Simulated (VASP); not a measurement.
# BN (P3m1) in VASP: a series of runs

The runs below take BN through single point, with PBE.

Program: VASP 6.6.1. These are calculated values, not measurements. Logs are shortened: lines on timing, memory, paths and dates and some standing lists are left out, and cuts for length are marked.

### Step 1. The cell of the first run

It takes space group P3m1 (No. 156, trigonal). The conventional cell has a = 2.555 Å, b = 2.555 Å, c = 4.225 Å, α = 90.00°, β = 90.00°, γ = 120.00°. B (site symmetry 3m) has 4 N at 1.57 to 2.03 Å within 2.1 Å. B (site symmetry 3m) has 4 N at 1.48 to 1.58 Å within 2.0 Å. N (site symmetry 3m) has 3 B at 1.48 Å within 2.0 Å. Within 2.1 Å of N (site symmetry 3m) lie 4 B at 1.57 to 1.58 Å.

### Step 2. Single point, PBE (atom 3 (N) moved by (+0.000, -0.450) A along x and z)

File INCAR:

```
PREC = Accurate
ENCUT = 520
EDIFF = 1E-6
ISMEAR = 0
SIGMA = 0.05
LREAL = False
LASPH = True
NELM = 100
ALGO = Normal
ISIF = 2
LWAVE = False
LCHARG = True
GGA = PE
LELF = True
LVHAR = True
NBANDS = 16
```

File KPOINTS:

```
Automatic mesh
0
Gamma
  12 12 6
```

File POSCAR:

```
BN
1.0
    2.5545800960      0.0000000000      0.0000000000
   -1.2772900480      2.2123312591      0.0000000000
    0.0000000000      0.0000000000      4.2245145352
B N
2 2
Direct
    0.6666666667      0.3333333333      0.9998058547
    0.3333333333      0.6666666667      0.4998058547
    0.6666666667      0.3333333333      0.5186730300
    0.3333333333      0.6666666667      0.1251941453
```

Potentials or basis: VASP PAW PBE potentials, release 64 (B, N).

On the command line:

```bash
$ cat potpaw_PBE.64/B/POTCAR potpaw_PBE.64/N/POTCAR > POTCAR
$ mpirun -np 1 vasp_std > vasp.out
```

OUTCAR:

```text
PREC = Accurate
   ENCUT = 520
   EDIFF = 1E-6
   ISMEAR = 0
   LREAL = False
   LASPH = True
   NELM = 100
   ISIF = 2
   GGA = PE

 ion  position               nearest neighbor table
   1  0.667  0.333  1.000-   4 1.57   4 1.57   4 1.57
   2  0.333  0.667  0.500-   3 1.48   3 1.48   3 1.48   4 1.58
   3  0.667  0.333  0.519-   2 1.48   2 1.48   2 1.48
   4  0.333  0.667  0.125-   1 1.57   1 1.57   1 1.57   2 1.58

  LATTYP: Found a hexagonal cell.
 ALAT       =     2.5545800960
 C/A-ratio  =     1.6537021258

  Lattice vectors:

 A1 = (   2.5545800960,   0.0000000000,   0.0000000000)
 A2 = (  -1.2772900480,   2.2123312591,   0.0000000000)
 A3 = (   0.0000000000,   0.0000000000,   4.2245145352)

Analysis of symmetry for initial positions (statically):
=====================================================================
 Subroutine PRICEL returns:
 Original cell was already a primitive cell.

 Routine SETGRP: Setting up the symmetry group for a
 hexagonal supercell.

 Subroutine GETGRP returns: Found  6 space group operations
 (whereof  6 operations were pure point group operations)
 out of a pool of 24 trial point group operations.

The static configuration has the point symmetry C_3v.

Analysis of symmetry for dynamics (positions and initial velocities):
=====================================================================
 Subroutine PRICEL returns:
 Original cell was already a primitive cell.

 Routine SETGRP: Setting up the symmetry group for a
 hexagonal supercell.

 Subroutine GETGRP returns: Found  6 space group operations
 (whereof  6 operations were pure point group operations)
 out of a pool of 24 trial point group operations.

The dynamic configuration has the point symmetry C_3v.

 Subroutine INISYM returns: Found  6 space group operations
 (whereof  6 operations are pure point group operations),
 and found     1 'primitive' translations

----------------------------------------------------------------------------------------

                                     Primitive cell

  volume of cell :      23.8752

  direct lattice vectors                    reciprocal lattice vectors
     2.554580096  0.000000000  0.000000000     0.391453766  0.226005937  0.000000000
    -1.277290048  2.212331259  0.000000000     0.000000000  0.452011875  0.000000000
     0.000000000  0.000000000  4.224514535     0.000000000  0.000000000  0.236713590

  length of vectors
     2.554580096  2.554580096  4.224514535     0.452011875  0.452011875  0.236713590

  position of ions in fractional coordinates (direct lattice)
     0.666666667  0.333333333  0.999805855
     0.333333333  0.666666667  0.499805855
     0.666666667  0.333333333  0.518673030
     0.333333333  0.666666667  0.125194145

  ion indices of the primitive-cell ions
   primitive index   ion index
                 1           1
                 2           2
                 3           3
                 4           4

----------------------------------------------------------------------------------------

 KPOINTS: Automatic mesh

Automatic generation of k-mesh.
 Grid dimensions read from file:
 generate k-points for:   12   12    6

 Generating k-lattice:

  Cartesian coordinates                     Fractional coordinates (reciprocal lattice)
     0.032621147  0.018833828  0.000000000     0.083333333  0.000000000  0.000000000
     0.000000000  0.037667656  0.000000000     0.000000000  0.083333333  0.000000000
     0.000000000  0.000000000  0.039452265     0.000000000  0.000000000  0.166666667

  Length of vectors
     0.037667656  0.037667656  0.039452265

  Shift w.r.t. Gamma in fractional coordinates (k-lattice)
     0.000000000  0.000000000  0.000000000

 Subroutine IBZKPT returns following result:
 ===========================================

 Found    100 irreducible k-points:

 Following reciprocal coordinates:
            Coordinates               Weight
  0.000000  0.000000  0.000000      1.000000
  0.083333 -0.000000  0.000000      6.000000
  0.166667  0.000000  0.000000      6.000000
  0.250000  0.000000  0.000000      6.000000
  0.333333 -0.000000  0.000000      6.000000
  0.416667 -0.000000  0.000000      6.000000
[... 16 lines left out ...]
  0.166667  0.000000  0.166667      6.000000
  0.000000  0.166667  0.166667      6.000000
 [... further k-points ...]
   k-points           NKPTS =    100   k-points in BZ     NKDIM =    100   number of bands    NBANDS=     16
   number of dos      NEDOS =    301   number of ions     NIONS =      4
   total plane-waves  NPLWV =  12800
   dimension x,y,z NGX =    20 NGY =   20 NGZ =   32
   dimension x,y,z NGXF=    40 NGYF=   40 NGZF=   64
   ions per type =               2   2
   NGX,Y,Z   is equivalent  to a cutoff of  13.02, 13.02, 12.59 a.u.
   NGXF,Y,Z  is equivalent  to a cutoff of  26.03, 26.03, 25.19 a.u.
 SYSTEM =  unknown system
   PREC   = accura    normal or accurate (medium, high low for compatibility)
   ISTART =      0    job   : 0-new  1-cont  2-samecut
   ICHARG =      2    charge: 1-file 2-atom 10-const
   ISPIN  =      1    spin polarized calculation?
   LNONCOLLINEAR =      F non collinear calculations
   LSORBIT =      F    spin-orbit coupling
   LASPH  =      T    aspherical Exc in radial PAW
   ENCUT  =  520.0 eV  38.22 Ry    6.18 a.u.   4.75  4.75  7.85*2*pi/ulx,y,z
   NELM   =    100;   NELMIN=  2; NELMDL= -5     # of ELM steps
   EDIFF  = 0.1E-05   stopping-criterion for ELM
   LREAL  =      F    real-space projection
   EDIFFG = 0.1E-04   stopping-criterion for IOM
   NSW    =      0    number of steps for IOM
   IBRION =     -1    ionic relax: 0-MD 1-quasi-New 2-CG
   NFREE  =      0    steps in history (QN), initial steepest desc. (CG)
   ISIF   =      2    stress and relaxation
   ISYM   =      2    0-nonsym 1-usesym 2-fastsym
   POTIM  = 0.5000    time-step for ionic-motion
   TEBEG  =    0.0;   TEEND  =   0.0 temperature during run
   PSTRESS=    0.0 pullay stress
   NELECT =      16.0000    total number of electrons
   NUPDOWN=      -1.0000    fix difference up-down
   EMIN   =  10.00;   EMAX   =-10.00  energy-range for DOS
   EFERMI =   0.00;   METHOD = LEGACY
   ISMEAR =     0;   SIGMA  =   0.05  broadening in eV -4-tet -1-fermi 0-gaus
   EFERMI_NEDOS =   21; number of points for ismear=-14 and -15
   IALGO  =     38    algorithm
   IMIX   =      4    mixing-type and parameters
     AMIX     =   0.40;   BMIX     =  1.00
     AMIX_MAG =   1.60;   BMIX_MAG =  1.00
  volume/ion in A,a.u.               =       5.97        40.28
  Fermi-wavevector in a.u.,A,eV,Ry     =   1.432625  2.707270 27.924811  2.052416
  Thomas-Fermi vector in A             =   2.552232
   LORBIT       =      0    0 simple, 1 ext, 2 COOP (PROOUT), +10 PAW based schemes
   GGA     = PE    functional components
   LHFCALC =     F    Hartree Fock is set to
   AEXX    =    0.0000 exact exchange contribution
   IVDW    =     0    specifies the selected vdW correction
   LEPSILON=     F    determine dielectric tensor
   LRPA    =     F    only Hartree local field effects (RPA)
 non-spin polarized calculation
 Gauss-broadening in eV      SIGMA  =   0.05
  energy-cutoff  :      520.00
  volume of cell :       23.88
 maximum number of plane-waves:       660
 NGX is ok and might be reduce to    20
   NGX =  9   NGY =  9   NGZ = 15

 number of electron      16.0000001 magnetization

 Free energy of the ion-electron system (eV)
  ---------------------------------------------------
  ext. energy  EPLUGINS =         0.00000000
  ---------------------------------------------------
  free energy    TOTEN  =       -32.10171107 eV

  energy without entropy =      -32.10171107  energy(sigma->0) =      -32.10171107

 E-fermi :   9.0890     XC(G=0): -12.7587

 val. band max:        8.8910547702   @ k =   0.0000   0.0000   0.0000
 cond. band min:      11.6610100499   @ k =   0.5000   0.0000   0.5000
 fundamental gap:      2.7699552797
 Fermi energy:         9.0889969739

 k-point     1 :       0.0000    0.0000    0.0000
  band No.  band energies     occupation
      1     -13.2821      2.00000
      2      -8.3763      2.00000
      3      -2.9622      2.00000
      4       4.4533      2.00000
      5       4.4533      2.00000
      6       7.0335      2.00000
[... 8 lines left out ...]
     15      18.8907      0.00000
     16      23.8275      0.00000

 k-point     2 :       0.0833   -0.0000    0.0000
  band No.  band energies     occupation
      1     -13.1333      2.00000
      2      -8.2711      2.00000
      3      -2.8007      2.00000
      4       3.7741      2.00000
      5       4.1739      2.00000
      6       6.4872      2.00000
[... 8 lines left out ...]
     15      19.3425      0.00000
     16      23.9580      0.00000

 k-point     3 :       0.1667    0.0000    0.0000
  band No.  band energies     occupation
      1     -12.6912      2.00000
      2      -7.9730      2.00000
      3      -2.3246      2.00000
      4       2.1793      2.00000
      5       3.5116      2.00000
      6       5.1343      2.00000
[... 8 lines left out ...]
     15      20.5538      0.00000
     16      24.3924      0.00000

 k-point     4 :       0.2500    0.0000    0.0000
  band No.  band energies     occupation
      1     -11.9719      2.00000
      2      -7.5521      2.00000
      3      -1.5725      2.00000
      4       0.3336      2.00000
      5       2.7646      2.00000
      6       3.4505      2.00000
[... 8 lines left out ...]
     15      22.3011      0.00000
     16      24.5012      0.00000
[... 324 lines left out ...]
 k-point    22 :       0.0000    0.0833    0.1667
  band No.  band energies     occupation
      1     -13.0137      2.00000
      2      -8.7709      2.00000
      3      -1.9648      2.00000
      4       3.8274      2.00000
      5       4.2349      2.00000
      6       6.3755      2.00000
[... 8 lines left out ...]
     15      19.0872      0.00000
     16      24.1712      0.00000

 k-point    23 :       0.1667    0.0000    0.1667
  band No.  band energies     occupation
      1     -12.5735      2.00000
      2      -8.4419      2.00000
      3      -1.5400      2.00000
      4       2.2581      2.00000
      5       3.5776      2.00000
      6       4.9033      2.00000
[... 8 lines left out ...]
     15      20.5910      0.00000
     16      24.6643      0.00000

 k-point    24 :       0.0000    0.1667    0.1667
  band No.  band energies     occupation
      1     -12.5739      2.00000
      2      -8.4387      2.00000
      3      -1.5609      2.00000
      4       2.2610      2.00000
      5       3.5788      2.00000
      6       4.9984      2.00000
[... 8 lines left out ...]
     15      20.2823      0.00000
     16      24.5180      0.00000

 [... further k-points ...]
[... 5 lines left out ...]
  --------------------------------------------------------------------------------------
  -------------------------------------------------------------------------------------
  Total        2.5072549      2.5072549      6.9407093     -0.0000000      0.0000000      0.0000000
  in kB      168.2529095    168.2529095    465.7661792     -0.0000000      0.0000000      0.0000000
  external PRESSURE =     267.4239994 kB  Pullay stress =       0.0000000 kB

 VOLUME and BASIS-vectors are now :
 -----------------------------------------------------------------------------
  energy-cutoff  :      520.00
  volume of cell :       23.88
      direct lattice vectors                 reciprocal lattice vectors
     2.554580096  0.000000000  0.000000000     0.391453766  0.226005937  0.000000000
    -1.277290048  2.212331259  0.000000000     0.000000000  0.452011875  0.000000000
     0.000000000  0.000000000  4.224514535     0.000000000  0.000000000  0.236713590

 POSITION                                       TOTAL-FORCE (eV/Angst)
 -----------------------------------------------------------------------------------
      1.27729      0.73744      4.22369         0.000000     -0.000000      0.454945
     -0.00000      1.47489      2.11144        -0.000000      0.000000     -3.736243
      1.27729      0.73744      2.19114        -0.000000      0.000000     10.521216
     -0.00000      1.47489      0.52888         0.000000     -0.000000     -7.239917
 -----------------------------------------------------------------------------------
    total drift:                               -0.000001      0.000000      0.000199

  FREE ENERGIE OF THE ION-ELECTRON SYSTEM (eV)
  ---------------------------------------------------
  free  energy   TOTEN  =       -32.1017110657 eV

  energy  without entropy=      -32.1017110657  energy(sigma->0) =      -32.10171107
```

Run time: 34 s. Hardware: 1 thread of Intel Xeon 8259CL, shared host; peak memory 0.15 GiB.

Results:

```
Free energy            : -32.1017 eV
Pressure               : 26.7 GPa
Largest force          : 10.521 eV/Å
Band gap on the k mesh : 2.77 eV, indirect (least direct gap 4.33 eV)
```

Forces on the atoms (eV/Å):
```
B    0.000  0.000  0.455
B    0.000  0.000 -3.736
N    0.000  0.000 10.521
N    0.000  0.000 -7.240
```

Caveat: the cell differs from its parent crystal (atom 3 (N) moved by (+0.000, -0.450) A along x and z); forces of over 1 eV/Å act on the atoms, so gaps and moduli don't describe the material at rest. A k mesh can miss the band edges.

### Step 3. Single point, PBE (atom 3 (N) moved by (+0.000, +0.450) A along x and z)

File INCAR:

```
SYSTEM = BN
  PREC = Accurate
  ENCUT = 520
  EDIFF = 1E-7
  ISMEAR = 0
  SIGMA = 0.05
  LREAL = .FALSE.
  LASPH = .TRUE.
  NELM = 60
  ALGO = Normal
  ISIF = 2
  LWAVE = .FALSE.
  LCHARG = .FALSE.
  GGA = PE
  NBANDS = 16
```

File KPOINTS:

```
regular mesh
0
G
  12 12 6
  0 0 0
```

Changes to POSCAR since step 2:

```diff
@@ -10,3 +10,3 @@
     0.3333333333      0.6666666667      0.4998058547
-    0.6666666667      0.3333333333      0.5186730300
+    0.6666666667      0.3333333333      0.7317152606
     0.3333333333      0.6666666667      0.1251941453
```

Potentials or basis: VASP PAW PBE potentials, release 64 (B, N).

On the command line:

```bash
$ cat potpaw_PBE.64/B/POTCAR potpaw_PBE.64/N/POTCAR > POTCAR
$ mpirun -np 1 vasp_std > vasp.out
```

Run time: 54 s. Hardware: 1 thread of Intel Xeon 8259CL, shared host; peak memory 0.15 GiB.

It converged, with:

```
Free energy            : -28.8335 eV
Pressure               : 62.1 GPa
Largest force          : 35.547 eV/Å
Band gap on the k mesh : 1.07 eV, indirect (least direct gap 4.77 eV)
```

Forces on the atoms (eV/Å):
```
B     0.000   0.000  24.063
B     0.000   0.000   4.682
N     0.000   0.000 -35.547
N     0.000   0.000   6.802
```

Stress tensor (GPa, compression positive):
```
 15.97   0.00   0.00
  0.00  15.97   0.00
  0.00   0.00 154.48
```

Levels at points of the mesh, in eV from the valence-band top:
```csv
k point,band 5,band 6,band 7,band 8,band 9,band 10,band 11,band 12
"(0.00, 0.00, 0.00)",-3.54,-3.54,0.00,0.00,6.05,6.75,6.75,8.73
"(0.50, 0.00, 0.00)",-7.73,-6.24,-6.14,-1.14,3.72,5.60,5.99,8.67
"(0.00, 0.00, 0.50)",-3.19,-3.19,-0.71,-0.71,6.70,7.75,7.75,8.40
"(0.50, 0.00, 0.50)",-6.35,-5.74,-4.12,-2.56,3.69,4.60,8.29,8.55
```

Caveat: the cell differs from its parent crystal (atom 3 (N) moved by (+0.000, +0.450) A along x and z); forces of over 1 eV/Å act on the atoms, so gaps and moduli don't describe the material at rest.
